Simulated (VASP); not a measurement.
A run of VASP 6.6.1:

File INCAR:

```
PREC = Accurate
ENCUT = 520
EDIFF = 1E-6
ISMEAR = -1
SIGMA = 0.05
LREAL = Auto
LASPH = True
NELM = 120
ALGO = Normal
ISIF = 2
LWAVE = False
LCHARG = False
GGA = PS
NBANDS = 178
NELECT = 306.0
ISYM = 0
GGA_COMPAT = False
```

Contents of KPOINTS:

```
Automatic mesh
0
Gamma
  1 1 1
  0.25 0.25 0.25
```

Contents of POSCAR:

```
K8Ta8O23F
1.0
    7.9708780000      0.0000000000      0.0000000000
    0.0000000000      7.9708780000      0.0000000000
    0.0000000000      0.0000000000      7.9708780000
K Ta O F
8 8 23 1
Direct
    0.9963690000      0.9987290000      0.0001770000
    0.9972980000      0.9992450000      0.5003950000
    0.9958300000      0.5038000000      0.9998350000
    0.9972260000      0.5024550000      0.4998260000
    0.5014780000      0.9981010000      0.9998430000
    0.5007090000      0.9989150000      0.4998450000
    0.5008950000      0.5033130000      0.9995450000
    0.5003780000      0.5024000000      0.4992470000
    0.2482400000      0.2509110000      0.2376750000
    0.2487170000      0.2514670000      0.7619350000
    0.2490840000      0.7516270000      0.2506150000
    0.2489330000      0.7511930000      0.7497990000
    0.7485050000      0.2507590000      0.2498540000
    0.7480840000      0.2505340000      0.7490110000
    0.7491950000      0.7508650000      0.2498950000
    0.7488230000      0.7504580000      0.7497190000
    0.2497660000      0.2494330000      0.9997920000
    0.2492580000      0.7514170000      0.9999100000
    0.2497840000      0.7499430000      0.4998730000
    0.7484030000      0.2502150000      0.9996500000
    0.7493630000      0.2496640000      0.4997370000
    0.7500180000      0.7493540000      0.9997960000
    0.7496980000      0.7498040000      0.4998030000
    0.0017090000      0.2480670000      0.2504460000
    0.0023690000      0.2468500000      0.7474300000
    0.0002680000      0.7469450000      0.2497470000
    0.0006310000      0.7492460000      0.7489430000
    0.4982770000      0.2447630000      0.2513000000
    0.4986750000      0.2492550000      0.7466390000
    0.5004230000      0.7487350000      0.2491550000
    0.5007930000      0.7472780000      0.7492870000
    0.2501770000      0.0008320000      0.2533700000
    0.2546480000      0.0012030000      0.7479840000
    0.2525710000      0.4971070000      0.2518530000
    0.2513890000      0.4978120000      0.7495520000
    0.7521110000      0.9986720000      0.2502520000
    0.7507170000      0.9990460000      0.7504870000
    0.7501550000      0.4988520000      0.2506930000
    0.7524390000      0.4991960000      0.7497830000
    0.2471710000      0.2531090000      0.4997630000
```

Potentials or basis: VASP PAW PBE potentials, release 64 (K_sv, Ta_pv, O, F).

The run is started by

```console
$ cat potpaw_PBE.64/K_sv/POTCAR potpaw_PBE.64/Ta_pv/POTCAR potpaw_PBE.64/O/POTCAR potpaw_PBE.64/F/POTCAR > POTCAR
$ mpirun -np 1 vasp_std > vasp.out
```

Hardware: 1 thread of Intel Xeon 8259CL, with other jobs on the host.

Q: How long does it take, and how much memory?

A: It took 23 min on 1 thread of Intel Xeon 8259CL, with other jobs on the host, peak memory 0.64 GiB. Counts: scf iterations 19, k points 4.
